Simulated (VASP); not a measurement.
# MgS (I4/mmm) in VASP: notebook, part 2 of 2

VASP 6.6.1. The steps go on from the part before.

## 3. Single point, r2SCAN (strain +0.080 along x and y, -0.040 along z)

File POSCAR:

```
MgS
1.0
    0.0000000000      2.8097820000      2.4975840000
    2.8097820000      0.0000000000      2.4975840000
    2.8097820000      2.8097820000      0.0000000000
Mg S
1 1
Direct
    0.0000000000      0.0000000000      0.0000000000
    0.5000000000      0.5000000000      0.5000000000
```

File INCAR.step1:

```
SYSTEM = MgS
  ALGO = Normal
  EDIFF = 1E-4
  ENCUT = 520
  GGA = PE
  ISMEAR = 0
  LASPH = .TRUE.
  LCHARG = .FALSE.
  LREAL = .FALSE.
  LWAVE = .TRUE.
  NBANDS = 11
  NELM = 80
  PREC = Accurate
  SIGMA = 0.05
```

File INCAR.step2:

```
SYSTEM = MgS
  ALGO = Normal
  EDIFF = 1E-7
  ENCUT = 520
  ISIF = 2
  ISMEAR = 0
  ISTART = 1
  LASPH = .TRUE.
  LCHARG = .FALSE.
  LMIXTAU = .TRUE.
  LREAL = .FALSE.
  LWAVE = .FALSE.
  METAGGA = R2SCAN
  NBANDS = 11
  NELM = 80
  PREC = Accurate
  SIGMA = 0.05
```

File KPOINTS:

```
k-points
0
G
  8 8 8
  0 0 0
```

Potentials or basis: VASP PAW PBE potentials, release 64 (Mg, S).

Command:

```sh
cat potpaw_PBE.64/Mg/POTCAR potpaw_PBE.64/S/POTCAR > POTCAR
cp INCAR.step1 INCAR
mpirun -np 1 vasp_std > vasp.out
cp INCAR.step2 INCAR
mpirun -np 1 vasp_std > vasp.out
```

Run time: 3.1 min. Hardware: 1 thread of AMD EPYC 7R13, shared host; peak memory 0.15 GiB.

It converged, with:

| Quantity | Value |
| --- | --- |
| Free energy | -15.3283 eV |
| Pressure | -5.8 GPa |
| Band gap on the k mesh | 2.85 eV, indirect (least direct gap 3.58 eV) |

Stress tensor (GPa, compression positive):
```
-8.38  0.00  0.00
 0.00 -8.38  0.00
 0.00  0.00 -0.52
```

Levels at points of the mesh, in eV from the valence-band top:
```tsv
k point	band 2	band 3	band 4	band 5	band 6	band 7
(0.00, 0.00, 0.00)	-0.60	0.00	0.00	3.58	8.11	8.11
(0.50, 0.00, 0.00)	-4.50	-0.81	-0.60	4.73	6.63	8.07
(0.50, 0.50, 0.00)	-3.82	-1.96	-1.96	2.85	4.80	12.61
(0.50, 0.00, 0.50)	-3.90	-1.99	-1.02	3.29	5.26	11.36
```

Caveat: the cell differs from its parent crystal (strain +0.080 along x and y, -0.040 along z); the PAW data sets were made with another functional, which shifts forces and pressure a little. A k mesh can miss the band edges.

## 4. Single point, r2SCAN (strain +0.080 along x and y, +0.000 along z)

File POSCAR:

```
MgS
1.0
    0.0000000000      2.8097820000      2.6016500000
    2.8097820000      0.0000000000      2.6016500000
    2.8097820000      2.8097820000      0.0000000000
Mg S
1 1
Direct
    0.0000000000      0.0000000000      0.0000000000
    0.5000000000      0.5000000000      0.5000000000
```

File INCAR.step1:

```
SYSTEM = MgS
PREC = Accurate ; ENCUT = 520
ISMEAR = 0 ; SIGMA = 0.05
LREAL = .False. ; LASPH = .True.
NELM = 100 ; NBANDS = 11
GGA = PE ; ALGO = Normal
EDIFF = 1E-4 ; LWAVE = .True.
LCHARG = .False.
```

File INCAR.step2:

```
SYSTEM = MgS
PREC = Accurate ; ENCUT = 520
EDIFF = 1E-6 ; ISMEAR = 0
SIGMA = 0.05 ; LREAL = .False.
LASPH = .True. ; NELM = 100
ALGO = Normal ; ISIF = 2
LWAVE = .False. ; LCHARG = .False.
METAGGA = R2SCAN ; LMIXTAU = .True.
NBANDS = 11 ; ISTART = 1
```

File KPOINTS:

```
Automatic mesh
0
Gamma
  8 8 8
  0 0 0
```

Potentials or basis: VASP PAW PBE potentials, release 64 (Mg, S).

Command:

```sh
cat potpaw_PBE.64/Mg/POTCAR potpaw_PBE.64/S/POTCAR > POTCAR
cp INCAR.step1 INCAR
mpirun -np 1 vasp_std > vasp.out
cp INCAR.step2 INCAR
mpirun -np 1 vasp_std > vasp.out
```

OUTCAR:

```text
SYSTEM = MgS
   PREC = Accurate
   ENCUT = 520
   EDIFF = 1E-6
   ISMEAR = 0
   LREAL = .False.
   LASPH = .True.
   NELM = 100
   ISIF = 2
   METAGGA = R2SCAN
   ISTART = 1

 ion  position               nearest neighbor table
   1  0.000  0.000  0.000-   2 2.60   2 2.60   2 2.81   2 2.81   2 2.81   2 2.81
   2  0.500  0.500  0.500-   1 2.60   1 2.60   1 2.81   1 2.81   1 2.81   1 2.81

  LATTYP: Found a body centered tetragonal cell.
 ALAT       =     3.9736318117
 C/A-ratio  =     1.3094570022

  Lattice vectors:

[... 524 lines left out ...]

  FORCE on cell =-STRESS in cart. coord.  units (eV):
  Direction    XX          YY          ZZ          XY          YZ          ZX
  --------------------------------------------------------------------------------------
  -------------------------------------------------------------------------------------
  Total       -2.5020218     -2.5020218     -1.6762527      0.0000000     -0.0000000     -0.0000000
  in kB      -97.5837616    -97.5837616    -65.3771441      0.0000000     -0.0000000     -0.0000000
  external PRESSURE =     -86.8482224 kB  Pullay stress =       0.0000000 kB

 VOLUME and BASIS-vectors are now :
 -----------------------------------------------------------------------------
  energy-cutoff  :      520.00
  volume of cell :       41.08
      direct lattice vectors                 reciprocal lattice vectors
     0.000000000  2.809782000  2.601650000    -0.177949748  0.177949748  0.192185728
     2.809782000  0.000000000  2.601650000     0.177949748 -0.177949748  0.192185728
     2.809782000  2.809782000  0.000000000     0.177949748  0.177949748 -0.192185728

 POSITION                                       TOTAL-FORCE (eV/Angst)
 -----------------------------------------------------------------------------------
      0.00000      0.00000      0.00000         0.000000      0.000000      0.000000
      2.80978      2.80978      2.60165        -0.000000     -0.000000     -0.000000
 -----------------------------------------------------------------------------------
    total drift:                                0.000000      0.000000      0.000000

  FREE ENERGIE OF THE ION-ELECTRON SYSTEM (eV)
  ---------------------------------------------------
  free  energy   TOTEN  =       -15.2897507675 eV

  energy  without entropy=      -15.2897507675  energy(sigma->0) =      -15.28975077
```

Wall time 2.7 min (1 thread of AMD EPYC 7R13, shared host); peak memory 0.16 GiB.

What came out:

```
Free energy            : -15.2898 eV
Pressure               : -8.7 GPa
Band gap on the k mesh : 2.84 eV, indirect (least direct gap 3.34 eV)
```

Caveat: the cell differs from its parent crystal (strain +0.080 along x and y, +0.000 along z); the PAW data sets were made with another functional, which shifts forces and pressure a little.

## 5. Single point, r2SCAN (strain +0.080 along x and y, +0.040 along z)

File POSCAR:

```
MgS
1.0
    0.0000000000      2.8097820000      2.7057160000
    2.8097820000      0.0000000000      2.7057160000
    2.8097820000      2.8097820000      0.0000000000
Mg S
1 1
Direct
    0.0000000000      0.0000000000      0.0000000000
    0.5000000000      0.5000000000      0.5000000000
```

INCAR.step1 is that of step 4.

INCAR.step2 is that of step 4.

KPOINTS is that of step 4.

Command:

```sh
cat potpaw_PBE.64/Mg/POTCAR potpaw_PBE.64/S/POTCAR > POTCAR
cp INCAR.step1 INCAR
mpirun -np 1 vasp_std > vasp.out
cp INCAR.step2 INCAR
mpirun -np 1 vasp_std > vasp.out
```

Wall time 3.5 min (1 thread of AMD EPYC 7R13, shared host); peak memory 0.15 GiB.

The run converged. Its results:

```yaml
Free_energy: -15.2033 eV
Pressure: -10.6 GPa
Band_gap_on_the_k_mesh: 2.85 eV, indirect (least direct gap 3.12 eV)
```

Stress tensor (GPa, compression positive):
```
-10.91   0.00   0.00
  0.00 -10.91   0.00
  0.00   0.00 -10.03
```

Levels at points of the mesh, in eV from the valence-band top:
| k point | band 1 | band 2 | band 3 | band 4 | band 5 | band 6 | band 7 | band 8 | band 9 |
| --- | --- | --- | --- | --- | --- | --- | --- | --- | --- |
| (0.00, 0.00, 0.00) | -12.26 | -0.18 | 0.00 | 0.00 | 3.12 | 8.41 | 8.41 | 8.77 | 10.38 |
| (0.50, 0.00, 0.00) | -11.37 | -3.99 | -0.52 | -0.45 | 4.82 | 6.99 | 7.36 | 9.05 | 12.08 |
| (0.50, 0.50, 0.00) | -11.05 | -3.40 | -1.47 | -1.47 | 2.85 | 5.26 | 11.45 | 12.34 | 12.34 |
| (0.50, 0.00, 0.50) | -11.15 | -3.40 | -1.50 | -1.19 | 2.99 | 5.39 | 11.04 | 12.14 | 12.76 |

Caveat: the cell differs from its parent crystal (strain +0.080 along x and y, +0.040 along z); the PAW data sets were made with another functional, which shifts forces and pressure a little. A k mesh can miss the band edges.

## 6. The runs side by side

| cell | gap on the mesh (eV) | pressure (GPa) |
| --- | --- | --- |
| a = 3.754, b = 3.754, c = 3.826 Å, angles 59.4, 59.4, 61.3°, 2 atoms | 3.10 | -5.5 |
| a = 3.759, b = 3.759, c = 3.974 Å, angles 58.1, 58.1, 63.8°, 2 atoms | 2.85 | -5.8 |
| a = 3.829, b = 3.829, c = 3.974 Å, angles 58.7, 58.7, 62.5°, 2 atoms | 2.84 | -8.7 |
| a = 3.901, b = 3.901, c = 3.974 Å, angles 59.4, 59.4, 61.2°, 2 atoms | 2.85 | -10.6 |

Alike in all rows: task single point; level r2SCAN; potentials or basis VASP PAW PBE potentials, release 64 (Mg, S); no spin polarisation; k mesh 8 × 8 × 8; cutoff (eV) 520; smearing gaussian 0.05 eV.

Caveats: the PAW data sets were made with another functional, which shifts forces and pressure a little.

Total energies depend on the potentials used, so only differences within one code and one set of settings carry meaning.
